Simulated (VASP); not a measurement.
# TiO2 (Fm-3m) in VASP: a series of runs

Aim: see how the results for TiO2 move with the level of theory and the settings. Levels: LDA, r2SCAN. Tasks: single point.

Everything below comes from runs of VASP 6.6.1. Logs are shortened: lines on timing, memory, paths and dates and some standing lists are left out, and cuts for length are marked.

### 1 The cell of the first run

It takes space group Fm-3m (No. 225, cubic). Conventional cell: a = 4.794 Å, b = 4.794 Å, c = 4.794 Å, α = 90.00°, β = 90.00°, γ = 90.00°. Ti (site symmetry m-3m) has 8 O at 2.08 Å within 2.7 Å. O (site symmetry -43m) has 4 Ti at 2.08 Å and 6 O at 2.40 Å within 2.7 Å.

### 2 Single point, LDA

File INCAR:

```
ALGO = Normal
EDIFF = 1E-6
ENCUT = 520
GGA = CA
ISIF = 2
ISMEAR = 0
LASPH = T
LCHARG = T
LELF = T
LREAL = F
LVHAR = T
LWAVE = F
NBANDS = 19
NELM = 80
PREC = Accurate
SIGMA = 0.01
```

File KPOINTS:

```
k-points
0
Gamma
  10 10 10
```

File POSCAR:

```
TiO2
1.0
    0.0000000000      2.3968272547      2.3968272547
    2.3968272547      0.0000000000      2.3968272547
    2.3968272547      2.3968272547      0.0000000000
Ti O
1 2
Direct
    0.0000000000      0.0000000000      0.0000000000
    0.2500000000      0.2500000000      0.2500000000
    0.7500000000      0.7500000000      0.7500000000
```

Potentials or basis: VASP PAW LDA potentials, release 64 (Ti_sv, O).

The run is started by

```bash
$ cat potpaw_LDA.64/Ti_sv/POTCAR potpaw_LDA.64/O/POTCAR > POTCAR
$ mpirun -np 1 vasp_std > vasp.out
```

OUTCAR:

```text
EDIFF = 1E-6
   ENCUT = 520
   GGA = CA
   ISIF = 2
   ISMEAR = 0
   LASPH = T
   LREAL = F
   NELM = 80
   PREC = Accurate

 ion  position               nearest neighbor table
   1  0.000  0.000  0.000-   3 2.08   3 2.08   3 2.08   2 2.08   3 2.08   2 2.08   2 2.08   2 2.08

   2  0.250  0.250  0.250-   1 2.08   1 2.08   1 2.08   1 2.08
   3  0.750  0.750  0.750-   1 2.08   1 2.08   1 2.08   1 2.08

  LATTYP: Found a face centered cubic cell.
 ALAT       =     4.7936545094

  Lattice vectors:

 A1 = (   0.0000000000,   2.3968272547,   2.3968272547)
 A2 = (   2.3968272547,   0.0000000000,   2.3968272547)
 A3 = (   2.3968272547,   2.3968272547,   0.0000000000)

Analysis of symmetry for initial positions (statically):
=====================================================================
 Subroutine PRICEL returns:
 Original cell was already a primitive cell.

 Routine SETGRP: Setting up the symmetry group for a
 face centered cubic supercell.

 Subroutine GETGRP returns: Found 48 space group operations
 (whereof 48 operations were pure point group operations)
 out of a pool of 48 trial point group operations.

The static configuration has the point symmetry O_h .

Analysis of symmetry for dynamics (positions and initial velocities):
=====================================================================
 Subroutine PRICEL returns:
 Original cell was already a primitive cell.

 Routine SETGRP: Setting up the symmetry group for a
 face centered cubic supercell.

 Subroutine GETGRP returns: Found 48 space group operations
 (whereof 48 operations were pure point group operations)
 out of a pool of 48 trial point group operations.

The dynamic configuration has the point symmetry O_h .

 Subroutine INISYM returns: Found 48 space group operations
 (whereof 48 operations are pure point group operations),
 and found     1 'primitive' translations

----------------------------------------------------------------------------------------

                                     Primitive cell

  volume of cell :      27.5385

  direct lattice vectors                    reciprocal lattice vectors
     0.000000000  2.396827255  2.396827255    -0.208609110  0.208609110  0.208609110
     2.396827255  0.000000000  2.396827255     0.208609110 -0.208609110  0.208609110
     2.396827255  2.396827255  0.000000000     0.208609110  0.208609110 -0.208609110

  length of vectors
     3.389625610  3.389625610  3.389625610     0.361321577  0.361321577  0.361321577

  position of ions in fractional coordinates (direct lattice)
     0.000000000  0.000000000  0.000000000
     0.250000000  0.250000000  0.250000000
     0.750000000  0.750000000  0.750000000

  ion indices of the primitive-cell ions
   primitive index   ion index
                 1           1
                 2           2
                 3           3

----------------------------------------------------------------------------------------

 KPOINTS: k-points

Automatic generation of k-mesh.
 Grid dimensions read from file:
 generate k-points for:   10   10   10

 Generating k-lattice:

  Cartesian coordinates                     Fractional coordinates (reciprocal lattice)
    -0.020860911  0.020860911  0.020860911     0.100000000  0.000000000  0.000000000
     0.020860911 -0.020860911  0.020860911     0.000000000  0.100000000  0.000000000
     0.020860911  0.020860911 -0.020860911     0.000000000  0.000000000  0.100000000

  Length of vectors
     0.036132158  0.036132158  0.036132158

  Shift w.r.t. Gamma in fractional coordinates (k-lattice)
     0.000000000  0.000000000  0.000000000

 Subroutine IBZKPT returns following result:
 ===========================================

 Found     47 irreducible k-points:

 Following reciprocal coordinates:
            Coordinates               Weight
  0.000000  0.000000  0.000000      1.000000
  0.100000  0.000000  0.000000      8.000000
  0.200000  0.000000  0.000000      8.000000
  0.300000  0.000000  0.000000      8.000000
  0.400000  0.000000  0.000000      8.000000
  0.500000  0.000000  0.000000      4.000000
[... 16 lines left out ...]
  0.300000  0.300000  0.000000      6.000000
  0.400000  0.300000  0.000000     24.000000
 [... further k-points ...]
   k-points           NKPTS =     47   k-points in BZ     NKDIM =     47   number of bands    NBANDS=     19
   number of dos      NEDOS =    301   number of ions     NIONS =      3
   total plane-waves  NPLWV =  21952
   dimension x,y,z NGX =    28 NGY =   28 NGZ =   28
   dimension x,y,z NGXF=    56 NGYF=   56 NGZF=   56
   ions per type =               1   2
   NGX,Y,Z   is equivalent  to a cutoff of  13.73, 13.73, 13.73 a.u.
   NGXF,Y,Z  is equivalent  to a cutoff of  27.47, 27.47, 27.47 a.u.
 SYSTEM =  unknown system
   PREC   = accura    normal or accurate (medium, high low for compatibility)
   ISTART =      0    job   : 0-new  1-cont  2-samecut
   ICHARG =      2    charge: 1-file 2-atom 10-const
   ISPIN  =      1    spin polarized calculation?
   LNONCOLLINEAR =      F non collinear calculations
   LSORBIT =      F    spin-orbit coupling
   LASPH  =      T    aspherical Exc in radial PAW
   ENCUT  =  520.0 eV  38.22 Ry    6.18 a.u.   6.30  6.30  6.30*2*pi/ulx,y,z
   NELM   =     80;   NELMIN=  2; NELMDL= -5     # of ELM steps
   EDIFF  = 0.1E-05   stopping-criterion for ELM
   LREAL  =      F    real-space projection
   EDIFFG = 0.1E-04   stopping-criterion for IOM
   NSW    =      0    number of steps for IOM
   IBRION =     -1    ionic relax: 0-MD 1-quasi-New 2-CG
   NFREE  =      0    steps in history (QN), initial steepest desc. (CG)
   ISIF   =      2    stress and relaxation
   ISYM   =      2    0-nonsym 1-usesym 2-fastsym
   POTIM  = 0.5000    time-step for ionic-motion
   TEBEG  =    0.0;   TEEND  =   0.0 temperature during run
   PSTRESS=    0.0 pullay stress
   NELECT =      24.0000    total number of electrons
   NUPDOWN=      -1.0000    fix difference up-down
   EMIN   =  10.00;   EMAX   =-10.00  energy-range for DOS
   EFERMI =   0.00;   METHOD = LEGACY
   ISMEAR =     0;   SIGMA  =   0.01  broadening in eV -4-tet -1-fermi 0-gaus
   EFERMI_NEDOS =   21; number of points for ismear=-14 and -15
   IALGO  =     38    algorithm
   IMIX   =      4    mixing-type and parameters
     AMIX     =   0.40;   BMIX     =  1.00
     AMIX_MAG =   1.60;   BMIX_MAG =  1.00
  volume/ion in A,a.u.               =       9.18        61.95
  Fermi-wavevector in a.u.,A,eV,Ry     =   1.563742  2.955044 33.270189  2.445290
  Thomas-Fermi vector in A             =   2.666469
   LORBIT       =      0    0 simple, 1 ext, 2 COOP (PROOUT), +10 PAW based schemes
   GGA     = CA    functional components
   LHFCALC =     F    Hartree Fock is set to
   AEXX    =    0.0000 exact exchange contribution
   IVDW    =     0    specifies the selected vdW correction
   LEPSILON=     F    determine dielectric tensor
   LRPA    =     F    only Hartree local field effects (RPA)
 non-spin polarized calculation
 Gauss-broadening in eV      SIGMA  =   0.01
  energy-cutoff  :      520.00
  volume of cell :       27.54
 maximum number of plane-waves:       754
 NGX is ok and might be reduce to    28
   NGX = 13   NGY = 13   NGZ = 13

 number of electron      23.9999996 magnetization

 Free energy of the ion-electron system (eV)
  ---------------------------------------------------
  ext. energy  EPLUGINS =         0.00000000
  ---------------------------------------------------
  free energy    TOTEN  =       -28.74238068 eV

  energy without entropy =      -28.74238068  energy(sigma->0) =      -28.74238068

 E-fermi :   7.3749     XC(G=0): -12.7971

 val. band max:        7.1131980325   @ k =   0.5000   0.5000   0.0000
 cond. band min:       8.1164854980   @ k =   0.0000   0.0000   0.0000
 fundamental gap:      1.0032874655
 Fermi energy:         7.3749353708

 k-point     1 :       0.0000    0.0000    0.0000
  band No.  band energies     occupation
      1     -49.9146      2.00000
      2     -26.3974      2.00000
      3     -26.3974      2.00000
      4     -26.3974      2.00000
      5     -12.3499      2.00000
      6      -8.3724      2.00000
[... 11 lines left out ...]
     18      14.6036      0.00000
     19      20.9985      0.00000

 k-point     2 :       0.1000    0.0000    0.0000
  band No.  band energies     occupation
      1     -49.9121      2.00000
      2     -26.4241      2.00000
      3     -26.4006      2.00000
      4     -26.4006      2.00000
      5     -12.2258      2.00000
      6      -8.5254      2.00000
[... 11 lines left out ...]
     18      14.9517      0.00000
     19      20.9350      0.00000

 k-point     3 :       0.2000    0.0000    0.0000
  band No.  band energies     occupation
      1     -49.9058      2.00000
      2     -26.4930      2.00000
      3     -26.4088      2.00000
      4     -26.4088      2.00000
      5     -11.8853      2.00000
      6      -8.9039      2.00000
[... 11 lines left out ...]
     18      15.8385      0.00000
     19      20.8219      0.00000

 k-point     4 :       0.3000    0.0000    0.0000
  band No.  band energies     occupation
      1     -49.8979      2.00000
      2     -26.5763      2.00000
      3     -26.4189      2.00000
      4     -26.4189      2.00000
      5     -11.4193      2.00000
      6      -9.3542      2.00000
[... 11 lines left out ...]
     18      16.6829      0.00000
     19      20.9030      0.00000

 k-point     5 :       0.4000    0.0000    0.0000
  band No.  band energies     occupation
      1     -49.8915      2.00000
      2     -26.6423      2.00000
      3     -26.4270      2.00000
      4     -26.4270      2.00000
      5     -10.9602      2.00000
      6      -9.7549      2.00000
[... 11 lines left out ...]
     18      16.9935      0.00000
     19      21.3419      0.00000
[... 334 lines left out ...]
      2     -26.6025      2.00000
      3     -26.4960      2.00000
      4     -26.4302      2.00000
      5     -10.8345      2.00000
      6      -9.7792      2.00000
[... 11 lines left out ...]
     18      17.5243      0.00000
     19      21.6488      0.00000

 k-point    22 :      -0.2000    0.2000    0.0000
  band No.  band energies     occupation
      1     -49.8951      2.00000
      2     -26.5639      2.00000
      3     -26.4679      2.00000
      4     -26.4185      2.00000
      5     -11.2585      2.00000
      6      -9.4587      2.00000
[... 11 lines left out ...]
     18      17.0168      0.00000
     19      21.1911      0.00000

 k-point    23 :       0.3000    0.3000    0.0000
  band No.  band energies     occupation
      1     -49.8923      2.00000
      2     -26.5851      2.00000
      3     -26.4504      2.00000
      4     -26.4504      2.00000
      5     -11.1001      2.00000
      6      -9.5300      2.00000
[... 11 lines left out ...]
     18      16.7440      0.00000
     19      20.9038      0.00000

 k-point    24 :       0.4000    0.3000    0.0000
  band No.  band energies     occupation
      1     -49.8873      2.00000
      2     -26.6215      2.00000
      3     -26.4697      2.00000
      4     -26.4598      2.00000
      5     -10.7590      2.00000
      6      -9.7582      2.00000
[... 11 lines left out ...]
     18      17.4056      0.00000
     19      21.1698      0.00000

 [... further k-points ...]
[... 5 lines left out ...]
  --------------------------------------------------------------------------------------
  -------------------------------------------------------------------------------------
  Total       -1.4841488     -1.4841488     -1.4841488      0.0000000      0.0000000      0.0000000
  in kB      -86.3471157    -86.3471157    -86.3471157      0.0000000      0.0000000      0.0000000
  external PRESSURE =     -86.3471157 kB  Pullay stress =       0.0000000 kB

 VOLUME and BASIS-vectors are now :
 -----------------------------------------------------------------------------
  energy-cutoff  :      520.00
  volume of cell :       27.54
      direct lattice vectors                 reciprocal lattice vectors
     0.000000000  2.396827255  2.396827255    -0.208609110  0.208609110  0.208609110
     2.396827255  0.000000000  2.396827255     0.208609110 -0.208609110  0.208609110
     2.396827255  2.396827255  0.000000000     0.208609110  0.208609110 -0.208609110

 POSITION                                       TOTAL-FORCE (eV/Angst)
 -----------------------------------------------------------------------------------
      0.00000      0.00000      0.00000         0.000000     -0.000000     -0.000000
      1.19841      1.19841      1.19841        -0.000000     -0.000000     -0.000000
      3.59524      3.59524      3.59524         0.000000      0.000000      0.000000
 -----------------------------------------------------------------------------------
    total drift:                                0.000000      0.000000      0.000000

  FREE ENERGIE OF THE ION-ELECTRON SYSTEM (eV)
  ---------------------------------------------------
  free  energy   TOTEN  =       -28.7423806816 eV

  energy  without entropy=      -28.7423806816  energy(sigma->0) =      -28.74238068
```

It took 75 s on 1 thread of AMD EPYC 7R13, shared host; peak memory 0.12 GiB.

What came out:

```
Free energy            : -28.7424 eV
Pressure               : -8.6 GPa
Band gap on the k mesh : 1.00 eV, indirect (least direct gap 1.73 eV)
```

Levels at points of the mesh, in eV from the valence-band top:
| k point | band 10 | band 11 | band 12 | band 13 | band 14 | band 15 |
| --- | --- | --- | --- | --- | --- | --- |
| (0.00, 0.00, 0.00) | -0.88 | -0.88 | -0.88 | 1.00 | 1.00 | 5.41 |
| (0.50, 0.00, 0.00) | -3.30 | -2.57 | -2.57 | 1.38 | 1.38 | 2.90 |
| (0.50, 0.50, 0.00) | -2.12 | -2.12 | 0.00 | 1.73 | 1.73 | 2.93 |

A k mesh can miss the band edges. A hybrid or GW would open this gap; LDA tends to underestimate it.

### 3 Single point, r2SCAN

POSCAR is that of step 2.

File INCAR.step1:

```
SYSTEM = TiO2
ALGO     = Normal         ! electronic algorithm
EDIFF    = 1E-4           ! SCF threshold, eV
ENCUT    = 520            ! plane-wave cutoff, eV
GGA      = PE             ! functional
ISMEAR   = -1             ! smearing method
LASPH    = .True.         ! aspherical terms in the spheres
LCHARG   = .False.        ! write CHGCAR
LREAL    = .False.        ! projectors in reciprocal space
LWAVE    = .True.         ! write WAVECAR
NBANDS   = 19             ! bands
NELM     = 80             ! most SCF steps
PREC     = Accurate       ! precision mode
SIGMA    = 0.02           ! smearing width, eV
```

File INCAR.step2:

```
SYSTEM = TiO2
ALGO     = Normal         ! electronic algorithm
EDIFF    = 1E-6           ! SCF threshold, eV
ENCUT    = 520            ! plane-wave cutoff, eV
ISIF     = 2              ! what is computed and relaxed
ISMEAR   = -1             ! smearing method
ISTART   = 1            
LASPH    = .True.         ! aspherical terms in the spheres
LCHARG   = .False.        ! write CHGCAR
LMIXTAU  = .True.       
LREAL    = .False.        ! projectors in reciprocal space
LWAVE    = .False.        ! write WAVECAR
METAGGA  = R2SCAN         ! meta-GGA
NBANDS   = 19             ! bands
NELM     = 80             ! most SCF steps
PREC     = Accurate       ! precision mode
SIGMA    = 0.02           ! smearing width, eV
```

File KPOINTS:

```
k-points
0
Gamma
  8 8 8
  0 0 0
```

Potentials or basis: VASP PAW PBE potentials, release 64 (Ti_sv, O).

The run is started by

```bash
$ cat potpaw_PBE.64/Ti_sv/POTCAR potpaw_PBE.64/O/POTCAR > POTCAR
$ cp INCAR.step1 INCAR
$ mpirun -np 1 vasp_std > vasp.out
$ cp INCAR.step2 INCAR
$ mpirun -np 1 vasp_std > vasp.out
```

Wall time 3.4 min (1 thread of AMD EPYC 7R13, shared host); peak memory 0.14 GiB.

Results (log left out):

- Free energy: -34.1008 eV
- Pressure: 1.6 GPa
- Band gap on the k mesh: 1.55 eV, indirect (least direct gap 2.24 eV)

Levels at points of the mesh, in eV from the valence-band top:
```
           k point  band 9  band 10  band 11  band 12  band 13  band 14  band 15  band 16
(0.00, 0.00, 0.00)   -6.19    -0.91    -0.91    -0.91     1.55     1.55     5.72     5.72
(0.50, 0.00, 0.00)   -3.49    -3.35    -2.62    -2.62     1.86     1.86     3.16     5.32
(0.50, 0.50, 0.00)   -4.77    -2.15    -2.15     0.00     2.24     2.25     3.19     4.48
```

Caveat: the PAW data sets were made with another functional, which shifts forces and pressure a little. r2SCAN opens gaps a little over a GGA but as a rule still falls short of measured ones.
